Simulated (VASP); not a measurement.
# TaN (P-6m2) in VASP: further runs, part 2 of 2

VASP 6.6.1.

### 3 Single point, PBE

This run uses another cell than the first one, of 10.92 Å³/atom.

INCAR

```
PREC = Accurate ; ENCUT = 520
EDIFF = 1E-6 ; ISMEAR = 0
SIGMA = 0.1 ; LREAL = F
LASPH = T ; NELM = 100
ALGO = Normal ; ISIF = 2
LWAVE = F ; LCHARG = T
GGA = PE ; LELF = T
LVHAR = T ; NBANDS = 15
```

KPOINTS

```
regular mesh
0
Gamma
  24 24 20
```

POSCAR

```
TaN
1.0
    2.9502083777      0.0000000000      0.0000000000
   -1.4751041888      2.5549554015      0.0000000000
    0.0000000000      0.0000000000      2.8977561804
Ta N
1 1
Direct
    0.3333333333      0.6666666667      0.5000000000
    0.0000000000      0.0000000000      0.0000000000
```

Potentials or basis: VASP PAW PBE potentials, release 64 (Ta_pv, N).

On the command line:

```
$ cat potpaw_PBE.64/Ta_pv/POTCAR potpaw_PBE.64/N/POTCAR > POTCAR
$ mpirun -np 1 vasp_std > vasp.out
```

OUTCAR:

```text
PREC = Accurate
   ENCUT = 520
   EDIFF = 1E-6
   ISMEAR = 0
   LREAL = F
   LASPH = T
   NELM = 100
   ISIF = 2
   GGA = PE

 ion  position               nearest neighbor table
   1  0.333  0.667  0.500-   2 2.24   2 2.24   2 2.24   2 2.24   2 2.24   2 2.24
   2  0.000  0.000  0.000-   1 2.24   1 2.24   1 2.24   1 2.24   1 2.24   1 2.24

  LATTYP: Found a hexagonal cell.
 ALAT       =     2.9502083777
 C/A-ratio  =     0.9822208500

  Lattice vectors:

 A1 = (   2.9502083777,   0.0000000000,   0.0000000000)
 A2 = (  -1.4751041888,   2.5549554015,   0.0000000000)
 A3 = (   0.0000000000,   0.0000000000,   2.8977561804)

Analysis of symmetry for initial positions (statically):
=====================================================================
 Subroutine PRICEL returns:
 Original cell was already a primitive cell.

 Routine SETGRP: Setting up the symmetry group for a
 hexagonal supercell.

 Subroutine GETGRP returns: Found 12 space group operations
 (whereof 12 operations were pure point group operations)
 out of a pool of 24 trial point group operations.

The static configuration has the point symmetry D_3h.

Analysis of symmetry for dynamics (positions and initial velocities):
=====================================================================
 Subroutine PRICEL returns:
 Original cell was already a primitive cell.

 Routine SETGRP: Setting up the symmetry group for a
 hexagonal supercell.

 Subroutine GETGRP returns: Found 12 space group operations
 (whereof 12 operations were pure point group operations)
 out of a pool of 24 trial point group operations.

The dynamic configuration has the point symmetry D_3h.

 Subroutine INISYM returns: Found 12 space group operations
 (whereof 12 operations are pure point group operations),
 and found     1 'primitive' translations

----------------------------------------------------------------------------------------

[... 121 lines left out ...]
   LEPSILON=     F    determine dielectric tensor
   LRPA    =     F    only Hartree local field effects (RPA)
 non-spin polarized calculation
 Gauss-broadening in eV      SIGMA  =   0.10
  energy-cutoff  :      520.00
  volume of cell :       21.84
 maximum number of plane-waves:       611
 NGX is ok and might be reduce to    24
   NGX = 11   NGY = 11   NGZ = 11

 number of electron      16.0000001 magnetization

 Free energy of the ion-electron system (eV)
  ---------------------------------------------------
  ext. energy  EPLUGINS =         0.00000000
  ---------------------------------------------------
  free energy    TOTEN  =       -22.44603002 eV

  energy without entropy =      -22.44567200  energy(sigma->0) =      -22.44585101

 E-fermi :   8.1096     XC(G=0): -13.2724

 val. band max:        8.1062805842   @ k =   0.0417   0.0000   0.4500
 cond. band min:       8.1182106477   @ k =   0.0000   0.0000   0.4000
 fundamental gap:      0.0119300634
 Fermi energy:         8.1095860367

 k-point     1 :       0.0000    0.0000    0.0000
  band No.  band energies     occupation
      1     -26.7758      2.00000
      2     -26.5156      2.00000
      3     -26.5156      2.00000
      4      -9.5635      2.00000
      5       3.6166      2.00000
      6       3.6166      2.00000
      7       3.9644      2.00000
      8       5.1981      2.00000
      9      10.2328      0.00000
     10      11.6317      0.00000
     11      11.6317      0.00000
     12      12.0397      0.00000
     13      12.0397      0.00000
     14      21.1251      0.00000
[... 401 lines left out ...]
      2     -26.7485      2.00000
      3     -26.6398      2.00000
      4      -7.3230      2.00000
      5      -0.0606      2.00000
      6       2.9922      2.00000
      7       4.4505      2.00000
      8       5.2155      2.00000
      9      10.9341      0.00000
     10      11.9614      0.00000
     11      13.0635      0.00000
     12      13.4110      0.00000
     13      15.6937      0.00000
     14      19.3672      0.00000
     15      21.4318      0.00000

 [... further k-points ...]

------------------------ aborting loop because EDIFF is reached ----------------------------------------

  FORCE on cell =-STRESS in cart. coord.  units (eV):
  Direction    XX          YY          ZZ          XY          YZ          ZX
  --------------------------------------------------------------------------------------
  -------------------------------------------------------------------------------------
  Total        0.0816934      0.0816934      0.1043488      0.0000000      0.0000000     -0.0000000
  in kB        5.9923852      5.9923852      7.6542059      0.0000000      0.0000000     -0.0000000
  external PRESSURE =       6.5463254 kB  Pullay stress =       0.0000000 kB

 VOLUME and BASIS-vectors are now :
 -----------------------------------------------------------------------------
  energy-cutoff  :      520.00
  volume of cell :       21.84
      direct lattice vectors                 reciprocal lattice vectors
     2.950208378  0.000000000  0.000000000     0.338959108  0.195698132  0.000000000
    -1.475104189  2.554955402  0.000000000     0.000000000  0.391396264  0.000000000
     0.000000000  0.000000000  2.897756180     0.000000000  0.000000000  0.345094597

 POSITION                                       TOTAL-FORCE (eV/Angst)
 -----------------------------------------------------------------------------------
     -0.00000      1.70330      1.44888        -0.000000     -0.000000      0.000000
      0.00000      0.00000      0.00000         0.000000      0.000000      0.000000
 -----------------------------------------------------------------------------------
    total drift:                                0.000000     -0.000000     -0.000000

  FREE ENERGIE OF THE ION-ELECTRON SYSTEM (eV)
  ---------------------------------------------------
  free  energy   TOTEN  =       -22.4460300173 eV

  energy  without entropy=      -22.4456719967  energy(sigma->0) =      -22.44585101
```

stdout:

```text
POSCAR found type information on POSCAR TaN
 POSCAR found :  2 types and       2 ions
 scaLAPACK will be used
 LDA part: xc-table for (Slater+PW92), standard interpolation
 POSCAR, INCAR and KPOINTS ok, starting setup
 FFT: planning ... GRIDC
 FFT: planning ... GRID_SOFT
 FFT: planning ... GRID
 WAVECAR not read
 entering main loop
```

Wall time 3.4 min (1 thread of Intel Xeon 8259CL, shared host); peak memory 0.33 GiB.

Results:

```
Free energy            : -22.4460 eV
Pressure               : 0.7 GPa
Band gap on the k mesh : zero (bands 8 and 9 overlap by 0.50 eV)
```

Stress tensor (GPa, compression positive):
```
0.60 0.00 0.00
0.00 0.60 0.00
0.00 0.00 0.77
```

Levels at points of the mesh, in eV from the Fermi level:
```csv
k point,band 5,band 6,band 7,band 8,band 9,band 10,band 11,band 12
"(0.00, 0.00, 0.00)",-4.49,-4.49,-4.15,-2.91,2.12,3.52,3.52,3.93
"(0.50, 0.00, 0.00)",-8.20,-5.13,-3.42,-3.15,2.96,3.95,5.14,5.21
"(0.00, 0.00, 0.50)",-9.26,-3.69,-3.69,-0.08,-0.08,2.35,3.30,3.30
"(0.50, 0.00, 0.50)",-7.24,-6.13,-5.60,-0.39,4.07,5.26,5.92,6.96
```

Caveat: spin-orbit coupling is left out, which moves the levels of the heavy elements.

### 4 Single point, PBE (11.25 Å³/atom)

This run uses another cell than the first one, of 11.25 Å³/atom.

INCAR

```
ALGO = Normal
EDIFF = 1E-7
ENCUT = 520
GGA = PE
ISIF = 2
ISMEAR = 0
LASPH = T
LCHARG = T
LELF = T
LREAL = F
LVHAR = T
LWAVE = F
NBANDS = 15
NELM = 80
PREC = Accurate
SIGMA = 0.1
```

KPOINTS

```
k-points
0
Gamma
  24 24 20
```

POSCAR

```
TaN
1.0
    2.9811634052      0.0000000000      0.0000000000
   -1.4905817026      2.5817632417      0.0000000000
    0.0000000000      0.0000000000      2.9230274001
Ta N
1 1
Direct
    0.3333333333      0.6666666667      0.5000000000
    0.0000000000      0.0000000000      0.0000000000
```

On the command line:

```
$ cat potpaw_PBE.64/Ta_pv/POTCAR potpaw_PBE.64/N/POTCAR > POTCAR
$ mpirun -np 1 vasp_std > vasp.out
```

It took 3.6 min on 1 thread of Intel Xeon 8259CL, shared host; peak memory 0.34 GiB.

Results (log left out):

* Free energy: -22.4294 eV
* Pressure: -8.8 GPa
* Band gap on the k mesh: zero (bands 8 and 9 overlap by 0.48 eV)

Stress tensor (GPa, compression positive):
```
-8.82  0.00  0.00
 0.00 -8.82  0.00
 0.00  0.00 -8.69
```

Levels at points of the mesh, in eV from the Fermi level:
```
           k point  band 4  band 5  band 6  band 7  band 8  band 9  band 10  band 11  band 12  band 13
(0.00, 0.00, 0.00)  -17.45   -4.38   -4.38   -4.01   -2.86    1.89     3.39     3.39     3.76     3.76
(0.50, 0.00, 0.00)  -15.33   -8.04   -4.97   -3.30   -3.10    2.85     3.76     4.98     4.98     7.03
(0.00, 0.00, 0.50)  -15.04   -9.08   -3.61   -3.61   -0.08   -0.08     2.29     3.20     3.20     7.83
(0.50, 0.00, 0.50)  -15.54   -7.08   -6.01   -5.45   -0.44    3.86     5.02     5.67     6.69     9.61
```

Caveat: the cell stands under tension; spin-orbit coupling is left out, which moves the levels of the heavy elements.

### 5 Single point, PBE (11.58 Å³/atom)

This run uses another cell than the first one, of 11.58 Å³/atom.

INCAR

```
  ALGO = Normal
  EDIFF = 1E-6
  ENCUT = 520
  GGA = PE
  ISIF = 2
  ISMEAR = 0
  LASPH = T
  LCHARG = F
  LREAL = F
  LWAVE = F
  NBANDS = 15
  NELM = 100
  PREC = Accurate
  SIGMA = 0.1
```

KPOINTS is that of step 4.

POSCAR

```
TaN
1.0
    3.0115471818      0.0000000000      0.0000000000
   -1.5057735909      2.6080763641      0.0000000000
    0.0000000000      0.0000000000      2.9477710318
Ta N
1 1
Direct
    0.3333333333      0.6666666667      0.5000000000
    0.0000000000      0.0000000000      0.0000000000
```

On the command line:

```
$ cat potpaw_PBE.64/Ta_pv/POTCAR potpaw_PBE.64/N/POTCAR > POTCAR
$ mpirun -np 1 vasp_std > vasp.out
```

Wall time 3.4 min (1 thread of Intel Xeon 8259CL, shared host); peak memory 0.34 GiB.

It converged, with:

```yaml
Free_energy: -22.3771 eV
Pressure: -16.8 GPa
Band_gap_on_the_k_mesh: zero (bands 8 and 9 overlap by 0.46 eV)
```

Stress tensor (GPa, compression positive):
```
-16.84   0.00   0.00
  0.00 -16.84   0.00
  0.00   0.00 -16.73
```

Levels at points of the mesh, in eV from the Fermi level:
| k point | band 4 | band 5 | band 6 | band 7 | band 8 | band 9 | band 10 | band 11 | band 12 | band 13 |
| --- | --- | --- | --- | --- | --- | --- | --- | --- | --- | --- |
| (0.00, 0.00, 0.00) | -17.24 | -4.27 | -4.27 | -3.89 | -2.81 | 1.66 | 3.27 | 3.27 | 3.61 | 3.61 |
| (0.50, 0.00, 0.00) | -15.22 | -7.88 | -4.82 | -3.19 | -3.06 | 2.74 | 3.59 | 4.77 | 4.82 | 6.78 |
| (0.00, 0.00, 0.50) | -14.97 | -8.91 | -3.52 | -3.52 | -0.07 | -0.07 | 2.22 | 3.10 | 3.10 | 7.57 |
| (0.50, 0.00, 0.50) | -15.37 | -6.92 | -5.89 | -5.30 | -0.48 | 3.66 | 4.80 | 5.43 | 6.43 | 9.23 |

Caveat: the cell stands under tension; spin-orbit coupling is left out, which moves the levels of the heavy elements.

### 6 The runs side by side

```csv
cell,gap on the mesh (eV),pressure (GPa)
"a = 2.919, b = 2.919, c = 2.872 Å, angles 90.0, 90.0, 120.0°, 2 atoms",none,11.7
"a = 2.950, b = 2.950, c = 2.898 Å, angles 90.0, 90.0, 120.0°, 2 atoms",none,0.7
"a = 2.981, b = 2.981, c = 2.923 Å, angles 90.0, 90.0, 120.0°, 2 atoms",none,-8.8
"a = 3.012, b = 3.012, c = 2.948 Å, angles 90.0, 90.0, 120.0°, 2 atoms",none,-16.8
```

Alike in all rows: task single point; level PBE; potentials or basis VASP PAW PBE potentials, release 64 (Ta_pv, N); no spin polarisation; k mesh 24 × 24 × 20; cutoff (eV) 520; smearing gaussian 0.1 eV.

Caveats: spin-orbit coupling is left out, which moves the levels of the heavy elements; the cell stands under tension (at least some runs); the cell stands under pressure (at least some runs).

Total energies depend on the potentials used, so only differences within one code and one set of settings carry meaning.
